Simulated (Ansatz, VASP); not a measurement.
# ZnO in VASP and in Ansatz

INCAR

```
SYSTEM = ZnO
PREC = Accurate
ENCUT = 600
EDIFF = 1E-7
ISMEAR = -1
SIGMA = 0.08
LREAL = .FALSE.
LASPH = .TRUE.
NELM = 60
ALGO = Normal
ISIF = 3
LWAVE = .FALSE.
LCHARG = .FALSE.
GGA = CA
IBRION = 2
NSW = 100
EDIFFG = -0.002
```

Contents of KPOINTS:

```
Automatic mesh
0
G
  10 10 6
  0 0 0
```

POSCAR

```
ZnO
1.0
    3.2493080000      0.0000000000      0.0000000000
   -1.6246540000      2.8139832727      0.0000000000
    0.0000000000      0.0000000000      5.2057090000
Zn O
2 2
Direct
    0.3333333333      0.6666666667      0.5000000000
    0.6666666667      0.3333333333      0.0000000000
    0.6666666667      0.3333333333      0.3790100000
    0.3333333333      0.6666666667      0.8790100000
```

Input for Ansatz:

```yaml
crystal:
  lattice:
    - [3.24930799999, 0.0, 0.0]
    - [-1.624654, 2.81398327271, 0.0]
    - [0.0, 0.0, 5.205709]
  atoms:
    - { symbol: Zn, position: [0.333333333333, 0.666666666667, 0.5] }
    - { symbol: Zn, position: [0.666666666667, 0.333333333333, 0.0] }
    - { symbol: O, position: [0.666666666667, 0.333333333333, 0.37901] }
    - { symbol: O, position: [0.333333333333, 0.666666666667, 0.87901] }
kpoints:
  mp_grid: { grid: [10, 10, 6] }
scf:
  occupations: { method: fermi_dirac, width: 0.08 }
hamiltonian:
  xc: lda
  pseudopotentials: { kind: paw }
relax:
  f_tol: 0.002
  max_steps: 80
  cell: {}
output:
  forces: true
  stress: true
```

Alike in both runs: task relaxation of cell and atoms; functional LDA; k mesh 10 × 10 × 6; occupations fermi-dirac, width 0.08 eV; no spin polarisation.

|  | VASP | Ansatz |
| --- | --- | --- |
| version | VASP 6.6.1 | Ansatz 0.2.0 |
| potentials or method | VASP PAW LDA potentials, release 64 (Zn, O) | PAW with Ansatz's default frozen-core files, scalar-relativistic |
| plane-wave cutoff (eV) | 600 | 420 |
| valence electrons in the cell | 36 | 36 |

VASP gave:

```
relaxed volume (Å³/atom)                                        : 11.40
relaxed length of the cell vector where the two differ most in proportion (Å) : 3.194
```

Question: Estimate Ansatz's values.

Answer: Relaxed volume (Å³/atom): 11.33; relaxed length of the cell vector where the two differ most in proportion (Å): 3.187.

LDA's correlation is that of Perdew and Zunger in VASP and of Perdew and Wang (1992) in Ansatz.
